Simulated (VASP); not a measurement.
**Si8O17 (a cell with a defect): single point with PBE**

Crystal: Si8O17 (a cell with a defect).

```
Si O
1.0
    -4.17730   -4.17730    0.00000
     4.17730   -4.17730    0.00000
     0.00000    0.00000    5.33100
Si O
8 17
Cartesian
  -0.0846 -4.2405 0.0063
  2.0119 -2.1580 1.3348
  -0.0926 -4.2306 2.6522
  1.8456 -2.0794 3.9910
  0.0894 -0.0054 0.0699
  -2.0522 -2.0867 1.3328
  0.0758 0.0086 2.6392
  -2.0668 -2.0756 3.9960
  1.0283 -2.8304 0.0760
  0.8759 -0.7518 1.3462
  -1.3456 -5.5655 -0.0159
  3.3339 -3.4009 1.3492
  0.9679 -2.7953 2.5726
  0.8192 -0.7888 4.0080
  -1.3427 -5.5623 2.6811
  3.7785 -3.2264 4.0557
  -2.8597 -2.8756 0.0242
  0.7953 -5.0099 1.3349
  -1.2154 -1.2808 0.0048
  -0.9493 -3.4982 1.3218
  -2.8691 -2.8793 2.6440
  0.7400 -5.0378 3.9931
  -1.1966 -1.3246 2.6525
  -0.9025 -3.4423 4.0022
  2.4464 -3.6284 3.8681
```

```json
{"Program": "VASP 6.6.1", "Task": "single point", "Functional": "PBE", "Potentials or basis": "VASP PAW PBE potentials, release 64 (Si, O)", "Cutoff": "520 eV", "k mesh": "2 × 2 × 2", "Occupations": "gaussian, width 0.05 eV", "Spin": "collinear spin, zero start", "Starting moments": "[0.0, 0.0, 0.0, 0.0, 0.0, 0.0, 0.0, 0.0, 0.0, 0.0, 0.0, 0.0, 0.0, 0.0, 0.0, 0.0, 0.0, 0.0, 0.0, 0.0, 0.0, 0.0, 0.0, 0.0, 0.0] μB"}
```

```yaml
Pressure: 26.9 GPa
Largest_force: 0.431 eV/Å
Band_gap_on_the_k_mesh: 4.86 eV
Net_moment: 0.00 μB per cell
Valence_electrons_inside_the_program's_atomic_spheres: Si 1.47, 1.48, 1.57, 1.52, 1.49, 1.45; O 5.26, 5.31, 5.23, 5.33, 5.24, 5.19, 5.28, 5.27, 5.22, 5.25, 5.14
```

Forces on the atoms (eV/Å):
```
Si  -0.017 -0.035 -0.015
Si  -0.018 -0.022  0.004
Si  -0.024 -0.040  0.017
Si  -0.097  0.073  0.007
Si   0.028 -0.009 -0.005
Si   0.010  0.015 -0.002
Si   0.039  0.004  0.011
Si  -0.051 -0.017 -0.003
O   -0.052 -0.042 -0.003
O    0.021 -0.067  0.010
O   -0.005 -0.035 -0.013
O   -0.036  0.001  0.002
O   -0.056 -0.042  0.007
O   -0.022 -0.009  0.008
O   -0.009 -0.019  0.012
O    0.421  0.080  0.046
O    0.000 -0.020  0.017
O    0.002 -0.032  0.002
O   -0.017  0.050 -0.033
O   -0.032  0.000 -0.002
O    0.009 -0.017 -0.023
O    0.075  0.011  0.001
O   -0.017  0.063  0.034
O   -0.027 -0.016  0.002
O   -0.126  0.123 -0.082
```

Stress tensor (GPa, compression positive):
```
 32.97 -11.31   1.24
-11.31  23.50  -0.13
  1.24  -0.13  24.13
```

Levels at points of the mesh, in eV from the valence-band top:
Spin up:
```tsv
k point	band 64	band 65	band 66	band 67	band 68	band 69	band 70	band 71
(0.00, 0.00, 0.00)	-1.19	-0.98	-0.36	-0.33	4.96	5.30	6.25	6.91
(0.50, 0.00, 0.00)	-1.42	-1.06	-0.73	-0.25	4.86	6.43	6.72	7.08
(0.00, 0.50, 0.00)	-1.64	-1.03	-0.77	0.00	5.00	6.04	6.61	7.31
(0.50, 0.50, 0.00)	-1.50	-1.07	-0.64	-0.12	4.88	6.82	7.29	7.47
(0.00, 0.00, 0.50)	-1.35	-1.17	-0.85	-0.16	5.19	7.09	7.23	7.66
(0.50, 0.00, 0.50)	-1.18	-1.08	-0.67	-0.25	5.06	7.36	7.52	7.75
(0.00, 0.50, 0.50)	-1.26	-1.08	-0.97	-0.12	5.18	7.19	7.48	7.73
(0.50, 0.50, 0.50)	-1.46	-1.35	-0.77	-0.08	5.07	8.04	8.35	8.51
```
Spin down:
```tsv
k point	band 65	band 66	band 67	band 68	band 69	band 70
(0.00, 0.00, 0.00)	-0.98	-0.36	-0.33	4.96	5.30	6.25
(0.50, 0.00, 0.00)	-1.06	-0.73	-0.25	4.86	6.43	6.72
(0.00, 0.50, 0.00)	-1.03	-0.77	0.00	5.00	6.04	6.61
(0.50, 0.50, 0.00)	-1.07	-0.64	-0.12	4.88	6.82	7.29
(0.00, 0.00, 0.50)	-1.17	-0.85	-0.16	5.19	7.09	7.23
(0.50, 0.00, 0.50)	-1.08	-0.67	-0.25	5.06	7.36	7.52
(0.00, 0.50, 0.50)	-1.08	-0.97	-0.12	5.18	7.19	7.48
(0.50, 0.50, 0.50)	-1.35	-0.77	-0.08	5.07	8.04	8.35
```

Run time: 4.5 min on 1 thread of Intel(R) Xeon(R) Platinum 8488C (Sapphire Rapids), on a shared host, peak memory 0.43 GiB.

Caveat: the k points lie up to 0.59 Å⁻¹ apart.
